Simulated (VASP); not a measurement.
# Li2Se (Fm-3m) in VASP: a series of runs, part 2 of 2

VASP 6.6.1.

## 3. Single point, r2SCAN

This run uses another cell than the first one, of 17.88 Å³/atom.

File POSCAR:

```
Li2Se
1.0
    0.0000000000      2.9934090204      2.9934090204
    2.9934090204      0.0000000000      2.9934090204
    2.9934090204      2.9934090204      0.0000000000
Li Se
2 1
Direct
    0.2500000000      0.2500000000      0.2500000000
    0.7500000000      0.7500000000      0.7500000000
    0.0000000000      0.0000000000      0.0000000000
```

File INCAR.step1:

```
ALGO = Normal
EDIFF = 1E-5
ENCUT = 830
GGA = PE
GGA_COMPAT = False
ISMEAR = 0
LASPH = True
LCHARG = False
LREAL = False
LWAVE = True
NBANDS = 13
NELM = 120
PREC = Accurate
SIGMA = 0.02
```

File INCAR.step2:

```
ALGO = Normal
EDIFF = 1E-6
ENCUT = 830
GGA_COMPAT = False
ISIF = 2
ISMEAR = 0
ISTART = 1
LASPH = True
LCHARG = True
LELF = True
LMIXTAU = True
LREAL = False
LVHAR = True
LWAVE = False
METAGGA = R2SCAN
NBANDS = 13
NELM = 120
PREC = Accurate
SIGMA = 0.02
```

File KPOINTS:

```
k-points
0
Gamma
  8 8 8
```

Potentials or basis: VASP PAW PBE potentials, release 64 (Li_sv, Se).

Run with:

```
$ cat potpaw_PBE.64/Li_sv/POTCAR potpaw_PBE.64/Se/POTCAR > POTCAR
$ cp INCAR.step1 INCAR
$ mpirun -np 1 vasp_std > vasp.out
$ cp INCAR.step2 INCAR
$ mpirun -np 1 vasp_std > vasp.out
```

OUTCAR:

```text
EDIFF = 1E-6
   ENCUT = 830
   ISIF = 2
   ISMEAR = 0
   ISTART = 1
   LASPH = True
   LREAL = False
   METAGGA = R2SCAN
   NELM = 120
   PREC = Accurate

 ion  position               nearest neighbor table
   1  0.250  0.250  0.250-   3 2.59   3 2.59   3 2.59   3 2.59
   2  0.750  0.750  0.750-   3 2.59   3 2.59   3 2.59   3 2.59
   3  0.000  0.000  0.000-   1 2.59   2 2.59   2 2.59   2 2.59   2 2.59   1 2.59   1 2.59   1 2.59

  LATTYP: Found a face centered cubic cell.
 ALAT       =     5.9868180408

  Lattice vectors:

 A1 = (   0.0000000000,   2.9934090204,   2.9934090204)
 A2 = (   2.9934090204,   0.0000000000,   2.9934090204)
 A3 = (   2.9934090204,   2.9934090204,   0.0000000000)

Analysis of symmetry for initial positions (statically):
=====================================================================
 Subroutine PRICEL returns:
 Original cell was already a primitive cell.

 Routine SETGRP: Setting up the symmetry group for a
 face centered cubic supercell.

 Subroutine GETGRP returns: Found 48 space group operations
 (whereof 48 operations were pure point group operations)
 out of a pool of 48 trial point group operations.

The static configuration has the point symmetry O_h .

Analysis of symmetry for dynamics (positions and initial velocities):
=====================================================================
 Subroutine PRICEL returns:
 Original cell was already a primitive cell.

 Routine SETGRP: Setting up the symmetry group for a
 face centered cubic supercell.

 Subroutine GETGRP returns: Found 48 space group operations
 (whereof 48 operations were pure point group operations)
 out of a pool of 48 trial point group operations.

The dynamic configuration has the point symmetry O_h .

 Subroutine INISYM returns: Found 48 space group operations
 (whereof 48 operations are pure point group operations),
 and found     1 'primitive' translations

[... 125 lines left out ...]
   LEPSILON=     F    determine dielectric tensor
   LRPA    =     F    only Hartree local field effects (RPA)
 non-spin polarized calculation
 Gauss-broadening in eV      SIGMA  =   0.02
  energy-cutoff  :      830.00
  volume of cell :       53.64
 maximum number of plane-waves:      2936
   NGX = 19   NGY = 19   NGZ = 19

 number of electron      12.0000003 magnetization

 Free energy of the ion-electron system (eV)
  ---------------------------------------------------
  ext. energy  EPLUGINS =         0.00000000
  ---------------------------------------------------
  free energy    TOTEN  =       -23.43932008 eV

  energy without entropy =      -23.43932008  energy(sigma->0) =      -23.43932008

 E-fermi :   0.9048     XC(G=0):  -8.6550

 val. band max:        0.7536207769   @ k =   0.0000   0.0000   0.0000
 cond. band min:       4.2109010267   @ k =   0.5000   0.5000   0.0000
 fundamental gap:      3.4572802499
 Fermi energy:         0.9048170981

 k-point     1 :       0.0000    0.0000    0.0000
  band No.  band energies     occupation
      1     -45.3889      2.00000
      2     -45.3651      2.00000
      3     -11.0399      2.00000
      4       0.7536      2.00000
      5       0.7536      2.00000
      6       0.7536      2.00000
      7       4.9301      0.00000
      8       7.0646      0.00000
      9       7.0646      0.00000
     10       7.0646      0.00000
     11      11.9602      0.00000
     12      11.9602      0.00000
     13      12.6860      0.00000
[... 354 lines left out ...]
  band No.  band energies     occupation
      1     -45.3765      2.00000
      2     -45.3765      2.00000
      3     -10.5954      2.00000
      4      -1.8683      2.00000
      5      -0.5462      2.00000
      6      -0.1774      2.00000
      7       6.7108      0.00000
      8       7.3210      0.00000
      9       9.1825      0.00000
     10       9.9298      0.00000
     11      11.0620      0.00000
     12      12.4807      0.00000
     13      14.3234      0.00000

 [... further k-points ...]

------------------------ aborting loop because EDIFF is reached ----------------------------------------

  FORCE on cell =-STRESS in cart. coord.  units (eV):
  Direction    XX          YY          ZZ          XY          YZ          ZX
  --------------------------------------------------------------------------------------
  -------------------------------------------------------------------------------------
  Total       -0.0515388     -0.0515388     -0.0515388     -0.0000000      0.0000000      0.0000000
  in kB       -1.5392769     -1.5392769     -1.5392769     -0.0000000      0.0000000      0.0000000
  external PRESSURE =      -1.5392769 kB  Pullay stress =       0.0000000 kB

 VOLUME and BASIS-vectors are now :
 -----------------------------------------------------------------------------
  energy-cutoff  :      830.00
  volume of cell :       53.64
      direct lattice vectors                 reciprocal lattice vectors
     0.000000000  2.993409020  2.993409020    -0.167033638  0.167033638  0.167033638
     2.993409020  0.000000000  2.993409020     0.167033638 -0.167033638  0.167033638
     2.993409020  2.993409020  0.000000000     0.167033638  0.167033638 -0.167033638

 POSITION                                       TOTAL-FORCE (eV/Angst)
 -----------------------------------------------------------------------------------
      1.49670      1.49670      1.49670        -0.000000      0.000000      0.000000
      4.49011      4.49011      4.49011         0.000000     -0.000000     -0.000000
      0.00000      0.00000      0.00000        -0.000000     -0.000000     -0.000000
 -----------------------------------------------------------------------------------
    total drift:                                0.000000     -0.000000      0.000000

  FREE ENERGIE OF THE ION-ELECTRON SYSTEM (eV)
  ---------------------------------------------------
  free  energy   TOTEN  =       -23.4393200762 eV

  energy  without entropy=      -23.4393200762  energy(sigma->0) =      -23.43932008
```

OUTCAR.step1:

```text
EDIFF = 1E-5
   ENCUT = 830
   GGA = PE
   ISMEAR = 0
[... 609 lines left out ...]
      1.49670      1.49670      1.49670        -0.000000     -0.000000     -0.000000
      4.49011      4.49011      4.49011         0.000000      0.000000      0.000000
      0.00000      0.00000      0.00000        -0.000000     -0.000000     -0.000000
 -----------------------------------------------------------------------------------
    total drift:                                0.000000     -0.000000      0.000000

  FREE ENERGIE OF THE ION-ELECTRON SYSTEM (eV)
  ---------------------------------------------------
  free  energy   TOTEN  =       -11.1302779739 eV

  energy  without entropy=      -11.1302779739  energy(sigma->0) =      -11.13027797
```

Wall time 4 min (1 thread of Intel Xeon 8259CL, shared host); peak memory 0.27 GiB.

What came out:

| Item | Value |
| --- | --- |
| Free energy | -23.4393 eV |
| Pressure | -0.2 GPa |
| Band gap on the k mesh | 3.46 eV (least direct gap 4.18 eV) |

Caveat: the PAW data sets were made with another functional, which shifts forces and pressure a little.

## 4. Single point, r2SCAN

This run uses another cell than the first one, of 17.88 Å³/atom.

POSCAR is that of step 3.

File INCAR.step1:

```
SYSTEM = Li2Se
PREC = Accurate ; ENCUT = 830
ISMEAR = 0 ; SIGMA = 0.02
LREAL = .False. ; LASPH = .True.
NELM = 120 ; NBANDS = 13
GGA = PE ; ALGO = Normal
EDIFF = 1E-5 ; LWAVE = .True.
LCHARG = .False. ; GGA_COMPAT = .False.
```

File INCAR.step2:

```
SYSTEM = Li2Se
PREC = Accurate ; ENCUT = 830
EDIFF = 1E-6 ; ISMEAR = 0
SIGMA = 0.02 ; LREAL = .False.
LASPH = .True. ; NELM = 120
ALGO = Normal ; ISIF = 2
LWAVE = .False. ; LCHARG = .False.
METAGGA = R2SCAN ; LMIXTAU = .True.
NBANDS = 13 ; ISTART = 1
GGA_COMPAT = .False.
```

File KPOINTS:

```
regular mesh
0
Gamma
  8 8 8
  0 0 0
```

Potentials or basis: VASP PAW PBE potentials, release 64 (Li_sv, Se).

Run with:

```
$ cat potpaw_PBE.64/Li_sv/POTCAR potpaw_PBE.64/Se/POTCAR > POTCAR
$ cp INCAR.step1 INCAR
$ mpirun -np 1 vasp_std > vasp.out
$ cp INCAR.step2 INCAR
$ mpirun -np 1 vasp_std > vasp.out
```

OUTCAR:

```text
SYSTEM = Li2Se
   PREC = Accurate
   ENCUT = 830
   EDIFF = 1E-6
   ISMEAR = 0
   LREAL = .False.
   LASPH = .True.
   NELM = 120
   ISIF = 2
   METAGGA = R2SCAN
   ISTART = 1

 ion  position               nearest neighbor table
   1  0.250  0.250  0.250-   3 2.59   3 2.59   3 2.59   3 2.59
   2  0.750  0.750  0.750-   3 2.59   3 2.59   3 2.59   3 2.59
   3  0.000  0.000  0.000-   1 2.59   2 2.59   2 2.59   2 2.59   2 2.59   1 2.59   1 2.59   1 2.59

  LATTYP: Found a face centered cubic cell.
 ALAT       =     5.9868180408

  Lattice vectors:

 A1 = (   0.0000000000,   2.9934090204,   2.9934090204)
 A2 = (   2.9934090204,   0.0000000000,   2.9934090204)
 A3 = (   2.9934090204,   2.9934090204,   0.0000000000)

Analysis of symmetry for initial positions (statically):
=====================================================================
 Subroutine PRICEL returns:
 Original cell was already a primitive cell.

 Routine SETGRP: Setting up the symmetry group for a
 face centered cubic supercell.

 Subroutine GETGRP returns: Found 48 space group operations
 (whereof 48 operations were pure point group operations)
 out of a pool of 48 trial point group operations.
[... 181 lines left out ...]
      8       7.0646      0.00000
      9       7.0646      0.00000
     10       7.0646      0.00000
     11      11.9602      0.00000
     12      11.9602      0.00000
     13      12.6860      0.00000
[... 354 lines left out ...]
  band No.  band energies     occupation
      1     -45.3765      2.00000
      2     -45.3765      2.00000
      3     -10.5954      2.00000
      4      -1.8683      2.00000
      5      -0.5462      2.00000
      6      -0.1774      2.00000
      7       6.7108      0.00000
      8       7.3210      0.00000
      9       9.1825      0.00000
     10       9.9298      0.00000
     11      11.0620      0.00000
     12      12.4807      0.00000
     13      14.3234      0.00000

 [... further k-points ...]

------------------------ aborting loop because EDIFF is reached ----------------------------------------

  FORCE on cell =-STRESS in cart. coord.  units (eV):
  Direction    XX          YY          ZZ          XY          YZ          ZX
  --------------------------------------------------------------------------------------
  -------------------------------------------------------------------------------------
  Total       -0.0515388     -0.0515388     -0.0515388     -0.0000000      0.0000000      0.0000000
  in kB       -1.5392769     -1.5392769     -1.5392769     -0.0000000      0.0000000      0.0000000
  external PRESSURE =      -1.5392769 kB  Pullay stress =       0.0000000 kB

 VOLUME and BASIS-vectors are now :
 -----------------------------------------------------------------------------
  energy-cutoff  :      830.00
  volume of cell :       53.64
      direct lattice vectors                 reciprocal lattice vectors
     0.000000000  2.993409020  2.993409020    -0.167033638  0.167033638  0.167033638
     2.993409020  0.000000000  2.993409020     0.167033638 -0.167033638  0.167033638
     2.993409020  2.993409020  0.000000000     0.167033638  0.167033638 -0.167033638

 POSITION                                       TOTAL-FORCE (eV/Angst)
 -----------------------------------------------------------------------------------
      1.49670      1.49670      1.49670        -0.000000      0.000000      0.000000
      4.49011      4.49011      4.49011         0.000000     -0.000000     -0.000000
      0.00000      0.00000      0.00000        -0.000000     -0.000000     -0.000000
 -----------------------------------------------------------------------------------
    total drift:                                0.000000     -0.000000      0.000000

  FREE ENERGIE OF THE ION-ELECTRON SYSTEM (eV)
  ---------------------------------------------------
  free  energy   TOTEN  =       -23.4393200762 eV

  energy  without entropy=      -23.4393200762  energy(sigma->0) =      -23.43932008
```

OSZICAR.step1:

```text
N       E                     dE             d eps       ncg     rms          rms(c)
DAV:   1     0.554794672505E+02    0.55479E+02   -0.70784E+03   754   0.125E+03
DAV:   2    -0.316594520307E+01   -0.58645E+02   -0.55287E+02   908   0.234E+02
DAV:   3    -0.111525057640E+02   -0.79866E+01   -0.79367E+01  1431   0.513E+01
DAV:   4    -0.113068843635E+02   -0.15438E+00   -0.15432E+00   962   0.105E+01
DAV:   5    -0.113108485294E+02   -0.39642E-02   -0.39639E-02  1181   0.129E+00    0.276E+00
DAV:   6    -0.111364205260E+02    0.17443E+00   -0.23786E-01   926   0.190E+00    0.170E+00
DAV:   7    -0.111221044638E+02    0.14316E-01   -0.11400E-01  1012   0.146E+00    0.738E-01
DAV:   8    -0.111300816255E+02   -0.79772E-02   -0.17765E-02   945   0.743E-01    0.253E-01
DAV:   9    -0.111300083958E+02    0.73230E-04   -0.44607E-04  1069   0.135E-01    0.188E-01
DAV:  10    -0.111302759197E+02   -0.26752E-03   -0.73402E-04   854   0.131E-01    0.815E-02
DAV:  11    -0.111302779739E+02   -0.20542E-05   -0.46706E-05  1069   0.423E-02
   1 F= -.11130278E+02 E0= -.11130278E+02  d E =-.128821E-69
```

Wall time 4.4 min (1 thread of Intel Xeon 8259CL, shared host); peak memory 0.27 GiB.

Results:

| Item | Value |
| --- | --- |
| Free energy | -23.4393 eV |
| Pressure | -0.2 GPa |
| Band gap on the k mesh | 3.46 eV (least direct gap 4.18 eV) |

Levels at points of the mesh, in eV from the valence-band top:
```
           k point  band 2  band 3  band 4  band 5  band 6  band 7  band 8  band 9  band 10  band 11
(0.00, 0.00, 0.00)  -46.12  -11.79    0.00    0.00    0.00    4.18    6.31    6.31     6.31    11.21
(0.50, 0.00, 0.00)  -46.13  -11.41   -2.92   -0.53   -0.53    5.98    6.60    6.60     8.64    12.66
(0.50, 0.50, 0.00)  -46.13  -11.29   -2.27   -1.45   -1.45    3.46    7.00   11.38    11.38    12.67
```

Caveat: the PAW data sets were made with another functional, which shifts forces and pressure a little. A k mesh can miss the band edges.

## 5. Single point, r2SCAN (18.42 Å³/atom)

This run uses another cell than the first one, of 18.42 Å³/atom.

File POSCAR:

```
Li2Se
1.0
    0.0000000000      3.0230486611      3.0230486611
    3.0230486611      0.0000000000      3.0230486611
    3.0230486611      3.0230486611      0.0000000000
Li Se
2 1
Direct
    0.2500000000      0.2500000000      0.2500000000
    0.7500000000      0.7500000000      0.7500000000
    0.0000000000      0.0000000000      0.0000000000
```

File INCAR.step1:

```
SYSTEM = Li2Se
PREC     = Accurate       ! precision mode
ENCUT    = 830            ! plane-wave cutoff, eV
ISMEAR   = 0              ! smearing method
SIGMA    = 0.02           ! smearing width, eV
LREAL    = .False.        ! projectors in reciprocal space
LASPH    = .True.         ! aspherical terms in the spheres
NELM     = 120            ! most SCF steps
NBANDS   = 13             ! bands
GGA      = PE             ! functional
ALGO     = Normal         ! electronic algorithm
EDIFF    = 1E-5           ! SCF threshold, eV
LWAVE    = .True.         ! write WAVECAR
LCHARG   = .False.        ! write CHGCAR
GGA_COMPAT= .False.
```

File INCAR.step2:

```
SYSTEM = Li2Se
PREC     = Accurate       ! precision mode
ENCUT    = 830            ! plane-wave cutoff, eV
EDIFF    = 1E-6           ! SCF threshold, eV
ISMEAR   = 0              ! smearing method
SIGMA    = 0.02           ! smearing width, eV
LREAL    = .False.        ! projectors in reciprocal space
LASPH    = .True.         ! aspherical terms in the spheres
NELM     = 120            ! most SCF steps
ALGO     = Normal         ! electronic algorithm
ISIF     = 2              ! what is computed and relaxed
LWAVE    = .False.        ! write WAVECAR
LCHARG   = .False.        ! write CHGCAR
METAGGA  = R2SCAN         ! meta-GGA
LMIXTAU  = .True.       
NBANDS   = 13             ! bands
ISTART   = 1            
GGA_COMPAT= .False.
```

File KPOINTS:

```
Automatic mesh
0
Gamma
  8 8 8
  0 0 0
```

Run with:

```
$ cat potpaw_PBE.64/Li_sv/POTCAR potpaw_PBE.64/Se/POTCAR > POTCAR
$ cp INCAR.step1 INCAR
$ mpirun -np 1 vasp_std > vasp.out
$ cp INCAR.step2 INCAR
$ mpirun -np 1 vasp_std > vasp.out
```

It took 5.2 min on 1 thread of Intel Xeon 8259CL, shared host; peak memory 0.27 GiB.

Results (log left out):

- Free energy: -23.4325 eV
- Pressure: -1.2 GPa
- Band gap on the k mesh: 3.48 eV (least direct gap 4.04 eV)

Levels at points of the mesh, in eV from the valence-band top:
```
           k point  band 2  band 3  band 4  band 5  band 6  band 7  band 8  band 9  band 10  band 11
(0.00, 0.00, 0.00)  -46.17  -11.71    0.00    0.00    0.00    4.04    6.29    6.29     6.29    11.12
(0.50, 0.00, 0.00)  -46.18  -11.35   -2.82   -0.51   -0.51    5.85    6.58    6.58     8.51    12.48
(0.50, 0.50, 0.00)  -46.18  -11.24   -2.20   -1.39   -1.39    3.48    6.92   11.17    11.17    12.34
```

Caveat: the PAW data sets were made with another functional, which shifts forces and pressure a little. r2SCAN opens gaps a little over a GGA but as a rule still falls short of measured ones.

## 6. Single point, r2SCAN (18.95 Å³/atom)

This run uses another cell than the first one, of 18.95 Å³/atom.

File POSCAR:

```
Li2Se
1.0
    0.0000000000      3.0521182200      3.0521182200
    3.0521182200      0.0000000000      3.0521182200
    3.0521182200      3.0521182200      0.0000000000
Li Se
2 1
Direct
    0.2500000000      0.2500000000      0.2500000000
    0.7500000000      0.7500000000      0.7500000000
    0.0000000000      0.0000000000      0.0000000000
```

INCAR.step1 is that of step 5.

INCAR.step2 is that of step 5.

File KPOINTS:

```
regular mesh
0
Gamma
  8 8 8
  0 0 0
```

Potentials or basis: VASP PAW PBE potentials, release 64 (Li_sv, Se).

Run with:

```
$ cat potpaw_PBE.64/Li_sv/POTCAR potpaw_PBE.64/Se/POTCAR > POTCAR
$ cp INCAR.step1 INCAR
$ mpirun -np 1 vasp_std > vasp.out
$ cp INCAR.step2 INCAR
$ mpirun -np 1 vasp_std > vasp.out
```

It took 5.9 min on 1 thread of Intel Xeon 8259CL, shared host; peak memory 0.3 GiB.

The run converged. Its results:

```
Free energy            : -23.4158 eV
Pressure               : -2.0 GPa
Band gap on the k mesh : 3.49 eV (least direct gap 3.91 eV)
```

Levels at points of the mesh, in eV from the valence-band top:
| k point | band 3 | band 4 | band 5 | band 6 | band 7 | band 8 | band 9 | band 10 |
| --- | --- | --- | --- | --- | --- | --- | --- | --- |
| (0.00, 0.00, 0.00) | -11.64 | 0.00 | 0.00 | 0.00 | 3.91 | 6.27 | 6.27 | 6.27 |
| (0.50, 0.00, 0.00) | -11.30 | -2.73 | -0.49 | -0.49 | 5.73 | 6.56 | 6.56 | 8.37 |
| (0.50, 0.50, 0.00) | -11.20 | -2.14 | -1.34 | -1.34 | 3.49 | 6.84 | 10.97 | 10.97 |

Caveat: the PAW data sets were made with another functional, which shifts forces and pressure a little.

## 7. Summary

| cell | gap on the mesh (eV) | pressure (GPa) |
| --- | --- | --- |
| a = 4.191 Å, angles 60.0°, 3 atoms | 3.43 | 1.0 |
| a = 4.233 Å, angles 60.0°, 3 atoms | 3.46 | -0.2 |
| a = 4.275 Å, angles 60.0°, 3 atoms | 3.48 | -1.2 |
| a = 4.316 Å, angles 60.0°, 3 atoms | 3.49 | -2.0 |

Alike in all rows: task single point; level r2SCAN; potentials or basis VASP PAW PBE potentials, release 64 (Li_sv, Se); no spin polarisation; k mesh 8 × 8 × 8; cutoff (eV) 830; smearing gaussian 0.02 eV.

Caveats: the PAW data sets were made with another functional, which shifts forces and pressure a little.

Absolute energies hang on the potentials; compare differences alone.
